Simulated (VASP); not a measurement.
# TePb: single point with PBE

The system is TePb.

```
CELL_PARAMETERS angstrom
0.00000 3.16980 3.27873
3.16980 0.00000 3.27873
3.16980 3.16980 0.00000
ATOMIC_POSITIONS crystal
Pb 0.00000 0.00000 0.00000
Te 0.50000 0.50000 0.50000
```

This cell differs from its parent crystal: epitaxial xy strain -3.0%.

```yaml
Program: VASP 6.6.1
Task: single point
Functional: PBE
Potentials_or_basis: VASP PAW PBE potentials, release 64 (Pb_d, Te)
Cutoff: 520 eV
k_mesh: 4 × 4 × 4
Occupations: gaussian, width 0.01 eV
Spin: no spin polarisation
```

| Quantity | Value |
| --- | --- |
| Pressure | 3.5 GPa |
| Band gap on the k mesh | 0.62 eV, direct |

Stress tensor (GPa, compression positive):
```
5.01 0.00 0.00
0.00 5.01 0.00
0.00 0.00 0.34
```

Levels at points of the mesh, in eV from the valence-band top:
```tsv
k point	band 8	band 9	band 10	band 11	band 12	band 13
(0.00, 0.00, 0.00)	-1.59	-1.59	-1.26	3.56	4.33	4.33
(0.50, 0.00, 0.00)	-1.07	-0.95	0.00	0.62	1.14	1.25
(0.50, 0.50, 0.00)	-4.68	-2.93	-2.93	3.22	5.63	5.63
(0.50, 0.00, 0.50)	-4.75	-3.19	-2.82	3.12	5.06	5.91
```

Wall time 16 s on 1 thread of Intel(R) Xeon(R) Platinum 8259CL CPU @ 2.50GHz (Skylake/Cascade Lake), with other jobs on the host, peak memory 0.2 GiB.

Caveat: the k points lie up to 0.42 Å⁻¹ apart; the cell differs from its parent crystal (epitaxial xy strain -3.0%); spin-orbit coupling is left out, which moves the levels of the heavy elements. A k mesh can miss the band edges.
